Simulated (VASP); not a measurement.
## ZnSe: electric field gradients with LDA

The system is ZnSe.

```xyz
2
Lattice="0.0000 2.8711 2.8711 2.8711 0.0000 2.8711 2.8711 2.8711 0.0000" Properties=species:S:1:pos:R:3 pbc="T T T"
Zn    0.0000    0.0000    0.0000
Se    4.3066    4.3066    4.3066
```

This cell differs from its parent crystal: volume scaled by 1.04.

| Quantity | Value |
| --- | --- |
| Program | VASP 6.6.1 |
| Task | electric field gradients |
| Functional | LDA |
| Potentials or basis | VASP PAW LDA potentials, release 64 (Zn, Se) |
| Cutoff | 520 eV |
| k mesh | 8 × 8 × 8 |
| Occupations | fermi-dirac, width 0.03 eV |
| Spin | no spin polarisation |
| Dipole correction | no |
| Further INCAR settings | ALGO = Normal; EDIFF = 1e-08; NBANDS = 16 |

```json
{"Pressure": "-5.1 GPa", "Band gap on the k mesh": "0.91 eV, direct"}
```

Levels at points of the mesh, in eV from the valence-band top:
| k point | band 5 | band 6 | band 7 | band 8 | band 9 | band 10 | band 11 | band 12 | band 13 | band 14 |
| --- | --- | --- | --- | --- | --- | --- | --- | --- | --- | --- |
| (0.00, 0.00, 0.00) | -6.22 | -6.22 | 0.00 | 0.00 | 0.00 | 0.91 | 5.71 | 5.71 | 5.71 | 9.49 |
| (0.50, 0.00, 0.00) | -6.20 | -6.07 | -5.05 | -0.82 | -0.82 | 2.30 | 6.29 | 6.29 | 8.23 | 10.54 |
| (0.50, 0.50, 0.00) | -6.17 | -6.05 | -4.66 | -2.07 | -2.07 | 2.89 | 3.32 | 10.23 | 10.82 | 10.82 |

Wall time 22 s on 1 thread of Intel(R) Xeon(R) Platinum 8259CL CPU @ 2.50GHz (Skylake/Cascade Lake), on a shared host, peak memory 0.15 GiB.

Caveat: without QUAD_EFG the Cq values of the log hold for a quadrupole moment of 1 mb, not for the nuclei.
